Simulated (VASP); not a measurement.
# CoO (I4/mmm) in VASP: further runs

The runs below take CoO through single point, with PBEsol.

Everything below comes from runs of VASP 6.6.1. Logs are shortened: lines on timing, memory, paths and dates and some standing lists are left out, and cuts for length are marked.

**1. The cell of the first run**

The structure is tetragonal, space group I4/mmm (No. 139). Conventional cell: a = 3.014 Å, b = 3.014 Å, c = 4.391 Å, α = 90.00°, β = 90.00°, γ = 90.00°. Within 2.8 Å of Co (site symmetry 4/mmm) lie 6 O at 2.13 to 2.20 Å. O (site symmetry 4/mmm) has 6 Co at 2.13 to 2.20 Å within 2.8 Å.

**2. Single point, PBEsol, collinear spin, ferromagnetic start (zz strain of +3 %)**

Contents of INCAR:

```
ALGO = Normal ; EDIFF = 1E-6
ENCUT = 600 ; GGA = PS
GGA_COMPAT = F ; ISIF = 2
ISMEAR = -1 ; ISPIN = 2
LASPH = T ; LCHARG = T
LELF = T ; LMAXMIX = 4
LORBIT = 11 ; LREAL = F
LVHAR = T ; LWAVE = F
MAGMOM = 2 0 ; NBANDS = 18
NELM = 200 ; PREC = Accurate
SIGMA = 0.05
```

Contents of KPOINTS:

```
k-points
0
Gamma
  16 16 16
```

Contents of POSCAR:

```
CoO
1.0
    0.0000000000      2.1315000000      2.1954450000
    2.1315000000      0.0000000000      2.1954450000
    2.1315000000      2.1315000000      0.0000000000
Co O
1 1
Direct
    0.0000000000      0.0000000000      0.0000000000
    0.5000000000      0.5000000000      0.5000000000
```

Potentials or basis: VASP PAW PBE potentials, release 64 (Co, O).

Launch:

```sh
$ cat potpaw_PBE.64/Co/POTCAR potpaw_PBE.64/O/POTCAR > POTCAR
$ mpirun -np 1 vasp_std > vasp.out
```

OUTCAR:

```text
EDIFF = 1E-6
   ENCUT = 600
   GGA = PS
   ISIF = 2
   ISMEAR = -1
   ISPIN = 2
   LASPH = T
   LORBIT = 11
   LREAL = F
   NELM = 200
   PREC = Accurate

 ion  position               nearest neighbor table
   1  0.000  0.000  0.000-   2 2.13   2 2.13   2 2.13   2 2.13   2 2.20   2 2.20
   2  0.500  0.500  0.500-   1 2.13   1 2.13   1 2.13   1 2.13   1 2.20   1 2.20

  LATTYP: Found a body centered tetragonal cell.
 ALAT       =     3.0143962082
 C/A-ratio  =     1.4566399692

  Lattice vectors:

 A1 = (  -2.1315000000,   0.0000000000,   2.1954450000)
 A2 = (   2.1315000000,   0.0000000000,   2.1954450000)
 A3 = (   0.0000000000,   2.1315000000,  -2.1954450000)

Analysis of symmetry for initial positions (statically):
=====================================================================
 Subroutine PRICEL returns:
 Original cell was already a primitive cell.

 Routine SETGRP: Setting up the symmetry group for a
 body centered tetragonal supercell.

 Subroutine GETGRP returns: Found 16 space group operations
 (whereof 16 operations were pure point group operations)
 out of a pool of 16 trial point group operations.

The static configuration has the point symmetry D_4h.

Analysis of symmetry for dynamics (positions and initial velocities):
=====================================================================
 Subroutine PRICEL returns:
 Original cell was already a primitive cell.

 Routine SETGRP: Setting up the symmetry group for a
 body centered tetragonal supercell.

 Subroutine GETGRP returns: Found 16 space group operations
 (whereof 16 operations were pure point group operations)
 out of a pool of 16 trial point group operations.

The dynamic configuration has the point symmetry D_4h.

Analysis of structural, dynamic, and magnetic symmetry:
=====================================================================
 Subroutine PRICEL returns:
 Original cell was already a primitive cell.

 Routine SETGRP: Setting up the symmetry group for a
 body centered tetragonal supercell.

 Subroutine GETGRP returns: Found 16 space group operations
 (whereof 16 operations were pure point group operations)
 out of a pool of 16 trial point group operations.

The overall configuration has the point symmetry D_4h.

 Subroutine INISYM returns: Found 16 space group operations
 (whereof 16 operations are pure point group operations),
 and found     1 'primitive' translations

----------------------------------------------------------------------------------------

                                     Primitive cell

  volume of cell :      19.9491

  direct lattice vectors                    reciprocal lattice vectors
     0.000000000  2.131500000  2.195445000    -0.234576589  0.234576589  0.227744261
     2.131500000  0.000000000  2.195445000     0.234576589 -0.234576589  0.227744261
     2.131500000  2.131500000  0.000000000     0.234576589  0.234576589 -0.227744261

  length of vectors
     3.059946241  3.059946241  3.014396208     0.402392596  0.402392596  0.402392596

  position of ions in fractional coordinates (direct lattice)
     0.000000000  0.000000000  0.000000000
     0.500000000  0.500000000  0.500000000

  ion indices of the primitive-cell ions
   primitive index   ion index
                 1           1
                 2           2

----------------------------------------------------------------------------------------

 KPOINTS: k-points

Automatic generation of k-mesh.
 Grid dimensions read from file:
 generate k-points for:   16   16   16

 Generating k-lattice:

  Cartesian coordinates                     Fractional coordinates (reciprocal lattice)
    -0.014661037  0.014661037  0.014234016     0.062500000  0.000000000  0.000000000
     0.014661037 -0.014661037  0.014234016     0.000000000  0.062500000  0.000000000
     0.014661037  0.014661037 -0.014234016     0.000000000  0.000000000  0.062500000

  Length of vectors
     0.025149537  0.025149537  0.025149537

  Shift w.r.t. Gamma in fractional coordinates (k-lattice)
     0.000000000  0.000000000  0.000000000

 Subroutine IBZKPT returns following result:
 ===========================================

 Found    349 irreducible k-points:

 Following reciprocal coordinates:
            Coordinates               Weight
  0.000000  0.000000  0.000000      1.000000
  0.062500  0.000000  0.000000      8.000000
  0.125000  0.000000  0.000000      8.000000
  0.187500 -0.000000  0.000000      8.000000
  0.250000  0.000000  0.000000      8.000000
  0.312500 -0.000000  0.000000      8.000000
[... 16 lines left out ...]
 -0.125000  0.062500  0.000000      8.000000
 -0.062500  0.062500  0.000000      4.000000
 [... further k-points ...]
   k-points           NKPTS =    349   k-points in BZ     NKDIM =    349   number of bands    NBANDS=     18
   number of dos      NEDOS =    301   number of ions     NIONS =      2
   total plane-waves  NPLWV =  13824
   dimension x,y,z NGX =    24 NGY =   24 NGZ =   24
   dimension x,y,z NGXF=    48 NGYF=   48 NGZF=   48
   ions per type =               1   1
   NGX,Y,Z   is equivalent  to a cutoff of  13.04, 13.04, 13.24 a.u.
   NGXF,Y,Z  is equivalent  to a cutoff of  26.08, 26.08, 26.47 a.u.
 SYSTEM =  unknown system
   PREC   = accura    normal or accurate (medium, high low for compatibility)
   ISTART =      0    job   : 0-new  1-cont  2-samecut
   ICHARG =      2    charge: 1-file 2-atom 10-const
   ISPIN  =      2    spin polarized calculation?
   LNONCOLLINEAR =      F non collinear calculations
   LSORBIT =      F    spin-orbit coupling
   LASPH  =      T    aspherical Exc in radial PAW
   ENCUT  =  600.0 eV  44.10 Ry    6.64 a.u.   6.11  6.11  6.02*2*pi/ulx,y,z
   NELM   =    200;   NELMIN=  2; NELMDL= -5     # of ELM steps
   EDIFF  = 0.1E-05   stopping-criterion for ELM
   LREAL  =      F    real-space projection
   EDIFFG = 0.1E-04   stopping-criterion for IOM
   NSW    =      0    number of steps for IOM
   IBRION =     -1    ionic relax: 0-MD 1-quasi-New 2-CG
   NFREE  =      0    steps in history (QN), initial steepest desc. (CG)
   ISIF   =      2    stress and relaxation
   ISYM   =      2    0-nonsym 1-usesym 2-fastsym
   POTIM  = 0.5000    time-step for ionic-motion
   TEBEG  =    0.0;   TEEND  =   0.0 temperature during run
   PSTRESS=    0.0 pullay stress
   NELECT =      15.0000    total number of electrons
   NUPDOWN=      -1.0000    fix difference up-down
   EMIN   =  10.00;   EMAX   =-10.00  energy-range for DOS
   EFERMI =   0.00;   METHOD = LEGACY
   ISMEAR =    -1;   SIGMA  =   0.05  broadening in eV -4-tet -1-fermi 0-gaus
   EFERMI_NEDOS =   21; number of points for ismear=-14 and -15
   IALGO  =     38    algorithm
   IMIX   =      4    mixing-type and parameters
     AMIX     =   0.40;   BMIX     =  1.00
     AMIX_MAG =   1.60;   BMIX_MAG =  1.00
  volume/ion in A,a.u.               =       9.97        67.31
  Fermi-wavevector in a.u.,A,eV,Ry     =   1.488667  2.813172 30.152264  2.216129
  Thomas-Fermi vector in A             =   2.601673
   LORBIT       =     11    0 simple, 1 ext, 2 COOP (PROOUT), +10 PAW based schemes
   GGA     = PS    functional components
   LHFCALC =     F    Hartree Fock is set to
   AEXX    =    0.0000 exact exchange contribution
   IVDW    =     0    specifies the selected vdW correction
   LEPSILON=     F    determine dielectric tensor
   LRPA    =     F    only Hartree local field effects (RPA)
 spin polarized calculation
  energy-cutoff  :      600.00
  volume of cell :       19.95
 maximum number of plane-waves:       678
   NGX = 13   NGY = 13   NGZ = 13

 number of electron      15.0000004 magnetization       2.9618924

 Free energy of the ion-electron system (eV)
  ---------------------------------------------------
  ext. energy  EPLUGINS =         0.00000000
  ---------------------------------------------------
  free energy    TOTEN  =       -13.91133733 eV

  energy without entropy =      -13.87798153  energy(sigma->0) =      -13.89465943

 E-fermi :   7.3825     XC(G=0): -12.4779

 val. band max:        7.3821773703   @ k =  -0.3750   0.1250   0.5000
 cond. band min:       7.3828703503   @ k =   0.4375   0.0000   0.1875
 fundamental gap:      0.0006929799
 Fermi energy:         7.3825293656

 spin component 1

 k-point     1 :       0.0000    0.0000    0.0000
  band No.  band energies     occupation
      1     -12.5708      1.00000
      2       4.0979      1.00000
      3       4.1145      1.00000
      4       4.1362      1.00000
      5       4.2517      1.00000
      6       4.2517      1.00000
[... 10 lines left out ...]
     17      28.4565      0.00000
     18      31.1069      0.00000
[... 463 lines left out ...]
 k-point    24 :      -0.0625    0.0625    0.0000
  band No.  band energies     occupation
      1     -12.4648      1.00000
      2       3.0877      1.00000
      3       3.1494      1.00000
      4       3.7376      1.00000
      5       4.1927      1.00000
      6       4.3935      1.00000
[... 10 lines left out ...]
     17      29.4107      0.00000
     18      31.9430      0.00000

 [... further k-points ...]

 spin component 2

 k-point     1 :       0.0000    0.0000    0.0000
  band No.  band energies     occupation
      1     -12.0220      1.00000
      2       4.8566      1.00000
      3       4.8566      1.00000
      4       4.9809      1.00000
      5       6.2646      1.00000
      6       6.3815      1.00000
[... 10 lines left out ...]
     17      29.4066      0.00000
     18      31.9325      0.00000
[... 463 lines left out ...]
 k-point    24 :      -0.0625    0.0625    0.0000
  band No.  band energies     occupation
      1     -11.9129      1.00000
      2       3.9661      1.00000
      3       4.4429      1.00000
      4       4.6805      1.00000
      5       6.4328      1.00000
      6       6.5155      1.00000
[... 10 lines left out ...]
     17      30.1476      0.00000
     18      32.7894      0.00000

 [... further k-points ...]

------------------------ aborting loop because EDIFF is reached ----------------------------------------

  FORCE on cell =-STRESS in cart. coord.  units (eV):
  Direction    XX          YY          ZZ          XY          YZ          ZX
  --------------------------------------------------------------------------------------
  -------------------------------------------------------------------------------------
  Total       -1.9656995     -1.9656995     -1.9935282      0.0000000     -0.0000000     -0.0000000
  in kB     -157.8717671   -157.8717671   -160.1067844      0.0000000     -0.0000000     -0.0000000
  external PRESSURE =    -158.6167729 kB  Pullay stress =       0.0000000 kB

 VOLUME and BASIS-vectors are now :
 -----------------------------------------------------------------------------
  energy-cutoff  :      600.00
  volume of cell :       19.95
      direct lattice vectors                 reciprocal lattice vectors
     0.000000000  2.131500000  2.195445000    -0.234576589  0.234576589  0.227744261
     2.131500000  0.000000000  2.195445000     0.234576589 -0.234576589  0.227744261
     2.131500000  2.131500000  0.000000000     0.234576589  0.234576589 -0.227744261

 POSITION                                       TOTAL-FORCE (eV/Angst)
 -----------------------------------------------------------------------------------
      0.00000      0.00000      0.00000         0.000000     -0.000000      0.000000
      2.13150      2.13150      2.19544         0.000000      0.000000      0.000000
 -----------------------------------------------------------------------------------
    total drift:                                0.000000     -0.000000     -0.000000

  FREE ENERGIE OF THE ION-ELECTRON SYSTEM (eV)
  ---------------------------------------------------
  free  energy   TOTEN  =       -13.9113373265 eV

  energy  without entropy=      -13.8779815279  energy(sigma->0) =      -13.89465943

 total charge

# of ion       s       p       d       tot
------------------------------------------
    1        0.290   0.341   7.122   7.752
    2        1.547   3.387   0.000   4.934
--------------------------------------------------
tot          1.837   3.728   7.122  12.686

 magnetization (x)

# of ion       s       p       d       tot
------------------------------------------
    1        0.020   0.016   2.551   2.587
    2        0.028   0.293   0.000   0.321
--------------------------------------------------
tot          0.048   0.310   2.551   2.908
```

Wall time 2.3 min (1 thread of Intel Xeon Platinum 8488C (Sapphire Rapids), shared host); peak memory 0.34 GiB.

Results:

```yaml
Free_energy: -13.9113 eV
Pressure: -15.9 GPa
Band_gap_on_the_k_mesh: zero (filled and empty bands overlap)
Net_moment: 2.96 μB per cell
Site_moments: Co +2.59; O +0.32 μB
Valence_electrons_inside_the_program's_atomic_spheres: Co 7.75; O 4.93
```

Stress tensor (GPa, compression positive):
```
-15.79   0.00   0.00
  0.00 -15.79   0.00
  0.00   0.00 -16.01
```

Levels at points of the mesh, in eV from the Fermi level:
Spin up:
```tsv
k point	band 5	band 6	band 7	band 8	band 9	band 10	band 11	band 12	band 13	band 14
(0.00, 0.00, 0.00)	-3.13	-3.13	-3.05	-3.03	-3.03	0.69	16.48	17.61	17.71	17.71
(0.50, 0.00, 0.00)	-2.44	-2.39	-1.88	-0.11	0.09	4.78	8.89	12.70	13.34	19.81
(0.50, 0.50, 0.00)	-3.99	-2.98	-2.49	-2.11	-2.11	5.48	9.17	11.54	15.43	15.43
(0.50, 0.00, 0.50)	-3.88	-2.92	-2.48	-2.20	-2.14	5.49	9.55	11.21	14.82	15.32
```
Spin down:
```
           k point  band 4  band 5  band 6  band 7  band 8  band 9
(0.00, 0.00, 0.00)   -2.40   -1.12   -1.00   -1.00   -0.13   -0.09
(0.50, 0.00, 0.00)   -4.48   -0.14   -0.07    0.19    2.39    2.57
(0.50, 0.50, 0.00)   -3.66   -2.13    0.13    0.13    0.30    0.78
(0.50, 0.00, 0.50)   -3.62   -2.13    0.10    0.18    0.38    0.77
```

Caveat: the cell differs from its parent crystal (zz strain of +3 %); the cell stands under tension; the PAW data sets were made with another functional, which shifts forces and pressure a little; a cell with one magnetic atom can't hold antiferromagnetic order, which such compounds often take; semilocal functionals often make such compounds metallic where correlation or magnetic order opens a gap, which also shifts bond lengths.

**3. Single point, PBEsol, collinear spin, ferromagnetic start (zz strain of -1 %)**

Contents of INCAR:

```
  PREC = Accurate
  ENCUT = 600
  EDIFF = 1E-6
  ISMEAR = -1
  SIGMA = 0.05
  LREAL = False
  LASPH = True
  NELM = 200
  ALGO = Normal
  ISIF = 2
  LWAVE = False
  LCHARG = False
  ISPIN = 2
  MAGMOM = 2 0
  LORBIT = 11
  LMAXMIX = 4
  GGA = PS
  NBANDS = 18
  GGA_COMPAT = False
```

Contents of KPOINTS:

```
Automatic mesh
0
Gamma
  16 16 16
```

Contents of POSCAR:

```
CoO
1.0
    0.0000000000      2.1315000000      2.1101850000
    2.1315000000      0.0000000000      2.1101850000
    2.1315000000      2.1315000000      0.0000000000
Co O
1 1
Direct
    0.0000000000      0.0000000000      0.0000000000
    0.5000000000      0.5000000000      0.5000000000
```

Potentials or basis: VASP PAW PBE potentials, release 64 (Co, O).

Launch:

```sh
$ cat potpaw_PBE.64/Co/POTCAR potpaw_PBE.64/O/POTCAR > POTCAR
$ mpirun -np 1 vasp_std > vasp.out
```

Wall time 5.8 min (1 thread of Intel Xeon 8259CL, shared host); peak memory 0.33 GiB.

Results (log left out):

- Free energy: -13.9719 eV
- Pressure: -10.0 GPa
- Net moment: 2.92 μB per cell
- Site moments: Co +2.56; O +0.31 μB
- Valence electrons inside the program's atomic spheres: Co 7.82; O 4.95

Stress tensor (GPa, compression positive):
```
-10.10   0.00   0.00
  0.00 -10.10   0.00
  0.00   0.00  -9.91
```

Levels at points of the mesh, in eV from the Fermi level:
Spin up:
| k point | band 6 | band 7 | band 8 | band 9 | band 10 | band 11 | band 12 | band 13 |
| --- | --- | --- | --- | --- | --- | --- | --- | --- |
| (0.00, 0.00, 0.00) | -3.25 | -3.18 | -3.18 | -3.10 | 0.88 | 16.60 | 17.96 | 17.96 |
| (0.50, 0.00, 0.00) | -2.40 | -1.86 | 0.06 | 0.13 | 4.87 | 9.25 | 13.16 | 13.39 |
| (0.50, 0.50, 0.00) | -2.91 | -2.40 | -2.13 | -2.13 | 5.74 | 9.76 | 11.42 | 15.55 |
| (0.50, 0.00, 0.50) | -2.94 | -2.40 | -2.12 | -2.10 | 5.74 | 9.63 | 11.53 | 15.59 |
Spin down:
```tsv
k point	band 2	band 3	band 4	band 5	band 6	band 7	band 8	band 9	band 10	band 11
(0.00, 0.00, 0.00)	-2.68	-2.63	-2.63	-1.14	-1.13	-1.09	-0.15	-0.14	1.44	16.54
(0.50, 0.00, 0.00)	-7.76	-4.79	-4.76	-0.13	-0.11	0.19	2.55	2.61	5.18	10.07
(0.50, 0.50, 0.00)	-6.55	-3.95	-3.95	-2.29	0.15	0.15	0.36	0.82	6.58	10.25
(0.50, 0.00, 0.50)	-6.56	-3.96	-3.87	-2.29	0.14	0.16	0.32	0.82	6.58	10.14
```

Caveat: the cell differs from its parent crystal (zz strain of -1 %); the cell stands under tension; the PAW data sets were made with another functional, which shifts forces and pressure a little; a cell with one magnetic atom can't hold antiferromagnetic order, which such compounds often take; semilocal functionals often make such compounds metallic where correlation or magnetic order opens a gap, which also shifts bond lengths.
